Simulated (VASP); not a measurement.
# Al (Pm-3m) in VASP: notebook

Al is run at these levels: r2SCAN; tasks: single point, relaxation of cell and atoms.

All numbers are computed with VASP 6.6.1; they aren't measurements. Logs are shortened: lines on timing, memory, paths and dates and some standing lists are left out, and cuts for length are marked.

## Step 1: The cell of the first run

Symmetry: Pm-3m, No. 221, cubic system. The conventional cell has a = 2.706 Å, b = 2.706 Å, c = 2.706 Å, α = 90.00°, β = 90.00°, γ = 90.00°. Within 3.6 Å of Al (site symmetry m-3m) lie 6 Al at 2.71 Å.

This isn't the form of Al at room conditions, which is fcc.

## Step 2: Single point, r2SCAN

The input, POSCAR:

```
Al
1.0
    2.7061118078      0.0000000000      0.0000000000
    0.0000000000      2.7061118078      0.0000000000
    0.0000000000      0.0000000000      2.7061118078
Al
1
Direct
    0.0000000000      0.0000000000      0.0000000000
```

The input, INCAR.step1:

```
SYSTEM = Al
ALGO     = Normal         ! electronic algorithm
EDIFF    = 1E-4           ! SCF threshold, eV
ENCUT    = 520            ! plane-wave cutoff, eV
GGA      = PE             ! functional
ISMEAR   = -1             ! smearing method
LASPH    = .TRUE.         ! aspherical terms in the spheres
LCHARG   = .FALSE.        ! write CHGCAR
LREAL    = .FALSE.        ! projectors in reciprocal space
LWAVE    = .TRUE.         ! write WAVECAR
NBANDS   = 8              ! bands
NELM     = 100            ! most SCF steps
PREC     = Accurate       ! precision mode
SIGMA    = 0.1            ! smearing width, eV
```

The input, INCAR.step2:

```
SYSTEM = Al
ALGO     = Normal         ! electronic algorithm
EDIFF    = 1E-6           ! SCF threshold, eV
ENCUT    = 520            ! plane-wave cutoff, eV
ISIF     = 2              ! what is computed and relaxed
ISMEAR   = -1             ! smearing method
ISTART   = 1            
LASPH    = .TRUE.         ! aspherical terms in the spheres
LCHARG   = .TRUE.         ! write CHGCAR
LELF     = .TRUE.         ! ELF
LMIXTAU  = .TRUE.       
LREAL    = .FALSE.        ! projectors in reciprocal space
LVHAR    = .TRUE.       
LWAVE    = .FALSE.        ! write WAVECAR
METAGGA  = R2SCAN         ! meta-GGA
NBANDS   = 8              ! bands
NELM     = 100            ! most SCF steps
PREC     = Accurate       ! precision mode
SIGMA    = 0.1            ! smearing width, eV
```

The input, KPOINTS:

```
k-points
0
G
  19 19 19
  0 0 0
```

Potentials or basis: VASP PAW PBE potentials, release 64 (Al).

Run with:

```sh
$ cat potpaw_PBE.64/Al/POTCAR > POTCAR
$ cp INCAR.step1 INCAR
$ mpirun -np 1 vasp_std > vasp.out
$ cp INCAR.step2 INCAR
$ mpirun -np 1 vasp_std > vasp.out
```

OUTCAR:

```text
SYSTEM = Al
   EDIFF = 1E-6
   ENCUT = 520
   ISIF = 2
   ISMEAR = -1
   ISTART = 1
   LASPH = .TRUE.
   LREAL = .FALSE.
   METAGGA = R2SCAN
   NELM = 100
   PREC = Accurate

 ion  position               nearest neighbor table
   1  0.000  0.000  0.000-

  LATTYP: Found a simple cubic cell.
 ALAT       =     2.7061118078

  Lattice vectors:

 A1 = (   2.7061118078,   0.0000000000,   0.0000000000)
 A2 = (   0.0000000000,   2.7061118078,   0.0000000000)
 A3 = (   0.0000000000,   0.0000000000,   2.7061118078)

Analysis of symmetry for initial positions (statically):
=====================================================================
 Subroutine PRICEL returns:
 Original cell was already a primitive cell.

 Routine SETGRP: Setting up the symmetry group for a
 simple cubic supercell.

 Subroutine GETGRP returns: Found 48 space group operations
 (whereof 48 operations were pure point group operations)
 out of a pool of 48 trial point group operations.

The static configuration has the point symmetry O_h .

Analysis of symmetry for dynamics (positions and initial velocities):
=====================================================================
 Subroutine PRICEL returns:
 Original cell was already a primitive cell.

 Routine SETGRP: Setting up the symmetry group for a
 simple cubic supercell.

 Subroutine GETGRP returns: Found 48 space group operations
 (whereof 48 operations were pure point group operations)
 out of a pool of 48 trial point group operations.

The dynamic configuration has the point symmetry O_h .

 Subroutine INISYM returns: Found 48 space group operations
 (whereof 48 operations are pure point group operations),
 and found     1 'primitive' translations

----------------------------------------------------------------------------------------

                                     Primitive cell

  volume of cell :      19.8170

  direct lattice vectors                    reciprocal lattice vectors
     2.706111808  0.000000000  0.000000000     0.369533881  0.000000000  0.000000000
     0.000000000  2.706111808  0.000000000     0.000000000  0.369533881  0.000000000
     0.000000000  0.000000000  2.706111808     0.000000000  0.000000000  0.369533881

  length of vectors
     2.706111808  2.706111808  2.706111808     0.369533881  0.369533881  0.369533881

  position of ions in fractional coordinates (direct lattice)
     0.000000000  0.000000000  0.000000000

  ion indices of the primitive-cell ions
   primitive index   ion index
                 1           1

----------------------------------------------------------------------------------------

 KPOINTS: k-points

Automatic generation of k-mesh.
 Grid dimensions read from file:
 generate k-points for:   19   19   19

 Generating k-lattice:

  Cartesian coordinates                     Fractional coordinates (reciprocal lattice)
     0.019449152  0.000000000  0.000000000     0.052631579  0.000000000  0.000000000
     0.000000000  0.019449152  0.000000000     0.000000000  0.052631579  0.000000000
     0.000000000  0.000000000  0.019449152     0.000000000  0.000000000  0.052631579

  Length of vectors
     0.019449152  0.019449152  0.019449152

  Shift w.r.t. Gamma in fractional coordinates (k-lattice)
     0.000000000  0.000000000  0.000000000

 Subroutine IBZKPT returns following result:
 ===========================================

 Found    220 irreducible k-points:

 Following reciprocal coordinates:
            Coordinates               Weight
  0.000000  0.000000  0.000000      1.000000
  0.052632  0.000000  0.000000      6.000000
  0.105263  0.000000  0.000000      6.000000
  0.157895  0.000000  0.000000      6.000000
  0.210526  0.000000  0.000000      6.000000
  0.263158  0.000000  0.000000      6.000000
[... 16 lines left out ...]
  0.263158  0.105263  0.000000     24.000000
  0.315789  0.105263  0.000000     24.000000
 [... further k-points ...]
   k-points           NKPTS =    220   k-points in BZ     NKDIM =    220   number of bands    NBANDS=      8
   number of dos      NEDOS =    301   number of ions     NIONS =      1
   total plane-waves  NPLWV =   8000
   dimension x,y,z NGX =    20 NGY =   20 NGZ =   20
   dimension x,y,z NGXF=    40 NGYF=   40 NGZF=   40
   ions per type =               1
   NGX,Y,Z   is equivalent  to a cutoff of  12.29, 12.29, 12.29 a.u.
   NGXF,Y,Z  is equivalent  to a cutoff of  24.57, 24.57, 24.57 a.u.
 SYSTEM =  Al
   PREC   = accura    normal or accurate (medium, high low for compatibility)
   ISTART =      1    job   : 0-new  1-cont  2-samecut
   ICHARG =      0    charge: 1-file 2-atom 10-const
   ISPIN  =      1    spin polarized calculation?
   LNONCOLLINEAR =      F non collinear calculations
   LSORBIT =      F    spin-orbit coupling
   LASPH  =      T    aspherical Exc in radial PAW
   ENCUT  =  520.0 eV  38.22 Ry    6.18 a.u.   5.03  5.03  5.03*2*pi/ulx,y,z
   NELM   =    100;   NELMIN=  2; NELMDL=  0     # of ELM steps
   EDIFF  = 0.1E-05   stopping-criterion for ELM
   LREAL  =      F    real-space projection
[... 7 lines left out ...]
   TEBEG  =    0.0;   TEEND  =   0.0 temperature during run
   PSTRESS=    0.0 pullay stress
   NELECT =       3.0000    total number of electrons
   NUPDOWN=      -1.0000    fix difference up-down
   EMIN   =  10.00;   EMAX   =-10.00  energy-range for DOS
   EFERMI =   0.00;   METHOD = LEGACY
   ISMEAR =    -1;   SIGMA  =   0.10  broadening in eV -4-tet -1-fermi 0-gaus
   EFERMI_NEDOS =   21; number of points for ismear=-14 and -15
   IALGO  =     38    algorithm
   IMIX   =      4    mixing-type and parameters
     AMIX     =   0.40;   BMIX     =  1.00
     AMIX_MAG =   1.60;   BMIX_MAG =  1.00
  volume/ion in A,a.u.               =      19.82       133.73
  Fermi-wavevector in a.u.,A,eV,Ry     =   0.872508  1.648801 10.357715  0.761271
  Thomas-Fermi vector in A             =   1.991768
   LORBIT       =      0    0 simple, 1 ext, 2 COOP (PROOUT), +10 PAW based schemes
   METAGGA = R2SCAN    functional components
   LHFCALC =     F    Hartree Fock is set to
   AEXX    =    0.0000 exact exchange contribution
   IVDW    =     0    specifies the selected vdW correction
   LEPSILON=     F    determine dielectric tensor
   LRPA    =     F    only Hartree local field effects (RPA)
 non-spin polarized calculation
  energy-cutoff  :      520.00
  volume of cell :       19.82
 maximum number of plane-waves:       552
   NGX = 11   NGY = 11   NGZ = 11

 number of electron       3.0000000 magnetization

 Free energy of the ion-electron system (eV)
  ---------------------------------------------------
  ext. energy  EPLUGINS =         0.00000000
  ---------------------------------------------------
  free energy    TOTEN  =        -6.28691306 eV

  energy without entropy =       -6.27097471  energy(sigma->0) =       -6.27894388

 E-fermi :   5.7574     XC(G=0): -10.0654

 val. band max:        5.7284829730   @ k =   0.3158   0.1579   0.0000
 cond. band min:       5.7805424427   @ k =   0.3158   0.1579   0.0526
 fundamental gap:      0.0520594698
 Fermi energy:         5.7574136491

 k-point     1 :       0.0000    0.0000    0.0000
  band No.  band energies     occupation
      1      -4.4480      2.00000
      2      14.2367      0.00000
      3      14.2367      0.00000
      4      15.7014      0.00000
      5      15.7014      0.00000
      6      15.7014      0.00000
      7      23.1171      0.00000
      8      31.4311      0.00000

 k-point     2 :       0.0526    0.0000    0.0000
  band No.  band energies     occupation
      1      -4.3889      2.00000
      2      13.1408      0.00000
      3      14.2868      0.00000
      4      15.7510      0.00000
      5      15.7510      0.00000
      6      16.7012      0.00000
      7      23.3435      0.00000
      8      30.9354      0.00000

 k-point     3 :       0.1053    0.0000    0.0000
  band No.  band energies     occupation
      1      -4.2119      2.00000
      2      11.5207      0.00000
      3      14.4357      0.00000
      4      15.8997      0.00000
      5      15.8997      0.00000
      6      18.0151      0.00000
      7      24.0335      0.00000
      8      29.7844      0.00000

 k-point     4 :       0.1579    0.0000    0.0000
  band No.  band energies     occupation
      1      -3.9176      2.00000
      2       9.8753      0.00000
      3      14.6796      0.00000
      4      16.1474      0.00000
      5      16.1474      0.00000
      6      19.1380      0.00000
      7      25.1696      0.00000
      8      28.4020      0.00000

 k-point     5 :       0.2105    0.0000    0.0000
  band No.  band energies     occupation
      1      -3.5070      2.00000
      2       8.2691      0.00000
      3      15.0110      0.00000
      4      16.4935      0.00000
      5      16.4935      0.00000
      6      20.0732      0.00000
      7      26.6195      0.00000
      8      26.9805      0.00000

 k-point     6 :       0.2632    0.0000    0.0000
  band No.  band energies     occupation
      1      -2.9818      2.00000
      2       6.7282      0.00012
      3      15.4164      0.00000
      4      16.9371      0.00000
      5      16.9371      0.00000
      6      20.9039      0.00000
      7      25.5968      0.00000
      8      25.5968      0.00000

 k-point     7 :       0.3158    0.0000    0.0000
  band No.  band energies     occupation
      1      -2.3446      2.00000
      2       5.2682      1.98511
      3      15.8723      0.00000
      4      17.4759      0.00000
      5      17.4759      0.00000
      6      21.6974      0.00000
      7      24.2863      0.00000
      8      24.2863      0.00000
[... 133 lines left out ...]
 k-point    20 :       0.1053    0.1053    0.0000
  band No.  band energies     occupation
      1      -3.9762      2.00000
      2      11.2111      0.00000
      3      12.4382      0.00000
      4      16.0976      0.00000
      5      16.8762      0.00000
      6      19.5564      0.00000
      7      24.6779      0.00000
      8      27.7539      0.00000

 k-point    21 :       0.1579    0.1053    0.0000
  band No.  band energies     occupation
      1      -3.6822      2.00000
      2       9.9590      0.00000
      3      12.3244      0.00000
      4      16.3448      0.00000
      5      17.2223      0.00000
      6      20.7311      0.00000
      7      25.3856      0.00000
      8      26.4417      0.00000

 k-point    22 :       0.2105    0.1053    0.0000
  band No.  band energies     occupation
      1      -3.2722      2.00000
      2       8.4337      0.00000
      3      12.6094      0.00000
      4      16.6901      0.00000
      5      17.5904      0.00000
      6      21.7196      0.00000
      7      24.5937      0.00000
      8      27.0210      0.00000

 k-point    23 :       0.2632    0.1053    0.0000
  band No.  band energies     occupation
      1      -2.7476      2.00000
      2       6.9218      0.00002
      3      13.0350      0.00000
      4      17.1326      0.00000
      5      17.9979      0.00000
      6      22.4250      0.00000
      7      23.3750      0.00000
      8      25.7539      0.00000

 k-point    24 :       0.3158    0.1053    0.0000
  band No.  band energies     occupation
      1      -2.1112      2.00000
      2       5.4756      1.88727
      3      13.5564      0.00000
      4      17.6698      0.00000
      5      18.4015      0.00000
      6      21.8754      0.00000
      7      23.4267      0.00000
      8      24.4562      0.00000

 [... further k-points ...]
[... 5 lines left out ...]
  --------------------------------------------------------------------------------------
  -------------------------------------------------------------------------------------
  Total       -0.0017423     -0.0017423     -0.0017423      0.0000000     -0.0000000     -0.0000000
  in kB       -0.1408610     -0.1408610     -0.1408610      0.0000000     -0.0000000     -0.0000000
  external PRESSURE =      -0.1408610 kB  Pullay stress =       0.0000000 kB

 VOLUME and BASIS-vectors are now :
 -----------------------------------------------------------------------------
  energy-cutoff  :      520.00
  volume of cell :       19.82
      direct lattice vectors                 reciprocal lattice vectors
     2.706111808  0.000000000  0.000000000     0.369533881  0.000000000  0.000000000
     0.000000000  2.706111808  0.000000000     0.000000000  0.369533881  0.000000000
     0.000000000  0.000000000  2.706111808     0.000000000  0.000000000  0.369533881

 POSITION                                       TOTAL-FORCE (eV/Angst)
 -----------------------------------------------------------------------------------
      0.00000      0.00000      0.00000         0.000000      0.000000      0.000000
 -----------------------------------------------------------------------------------
    total drift:                               -0.000000     -0.000000      0.000000

  FREE ENERGIE OF THE ION-ELECTRON SYSTEM (eV)
  ---------------------------------------------------
  free  energy   TOTEN  =        -6.2869130601 eV

  energy  without entropy=       -6.2709747057  energy(sigma->0) =       -6.27894388
```

Run time: 84 s. Hardware: 1 thread of Intel Xeon 8259CL, shared host; peak memory 0.14 GiB.

What came out:

```yaml
Free_energy: -6.2869 eV
Pressure: 0.0 GPa
Band_gap_on_the_k_mesh: zero (an odd number of electrons rules out a gap without spin polarisation)
```

Caveat: the PAW data sets were made with another functional, which shifts forces and pressure a little.

## Step 3: Relaxation of cell and atoms, r2SCAN

This run uses another cell than the first one, of 17.93 Å³/atom.

The input, POSCAR:

```
Al
1.0
    2.6173666896      0.0000000000      0.0000000000
    0.0000000000      2.6173666896      0.0000000000
    0.0000000000      0.0000000000      2.6173666896
Al
1
Direct
    0.0000000000      0.0000000000      0.0000000000
```

The input, INCAR.step1:

```
  PREC = Accurate
  ENCUT = 600
  ISMEAR = -1
  SIGMA = 0.1
  LREAL = False
  LASPH = True
  NELM = 100
  GGA = PE
  ALGO = Normal
  EDIFF = 1E-4
  LWAVE = True
  LCHARG = False
```

The input, INCAR.step2:

```
  PREC = Accurate
  ENCUT = 600
  EDIFF = 1E-6
  ISMEAR = -1
  SIGMA = 0.1
  LREAL = False
  LASPH = True
  NELM = 100
  ALGO = Normal
  ISIF = 3
  LWAVE = False
  LCHARG = False
  METAGGA = R2SCAN
  LMIXTAU = True
  IBRION = 2
  NSW = 80
  EDIFFG = -0.01
  ISTART = 1
```

The input, KPOINTS:

```
regular mesh
0
Gamma
  12 12 12
```

Potentials or basis: VASP PAW PBE potentials, release 64 (Al).

Run with:

```sh
$ cat potpaw_PBE.64/Al/POTCAR > POTCAR
$ cp INCAR.step1 INCAR
$ mpirun -np 1 vasp_std > vasp.out
$ cp INCAR.step2 INCAR
$ mpirun -np 1 vasp_std > vasp.out
```

Wall time 60 s (1 thread of Intel Xeon 8259CL, shared host); peak memory 0.14 GiB.

It converged, with:

* Free energy: -6.2864 eV
* Relaxed volume: 19.75 Å³/atom
* Relaxed cell: a = 2.703 Å, b = 2.703 Å, c = 2.703 Å, α = 90.00°, β = 90.00°, γ = 90.00°
* Space group after relaxing (to 0.1 Å): Pm-3m (No. 221)
* Energy gained by relaxing: 38.0 meV/atom
* Ionic steps: 3
* Pressure after relaxing: 0.0 GPa
* Band gap on the k mesh: zero (an odd number of electrons rules out a gap without spin polarisation)

Step by step:
```
step  energy change (eV)  largest force (eV/Å)  pressure (GPa)  volume (Å³)
   1              0.0000                0.0000            7.31        17.93
   2             -0.0367                0.0000           -1.07        20.14
   3             -0.0380                0.0000            0.04        19.75
```

Final structure:
```
CELL_PARAMETERS angstrom
2.70314 0.00000 0.00000
0.00000 2.70314 0.00000
0.00000 0.00000 2.70314
ATOMIC_POSITIONS crystal
Al 0.00000 0.00000 0.00000
```

Levels at points of the mesh, in eV from the Fermi level:
| k point | band 1 | band 2 | band 3 | band 4 | band 5 |
| --- | --- | --- | --- | --- | --- |
| (0.00, 0.00, 0.00) | -10.24 | 8.47 | 8.47 | 9.95 | 9.95 |
| (0.50, 0.00, 0.00) | -5.47 | -4.45 | 11.27 | 13.86 | 13.86 |
| (0.50, 0.50, 0.00) | -0.63 | -0.63 | 0.02 | 2.37 | 17.99 |
| (0.50, 0.50, 0.50) | 3.17 | 3.17 | 3.17 | 5.83 | 5.83 |

Caveat: the PAW data sets were made with another functional, which shifts forces and pressure a little.
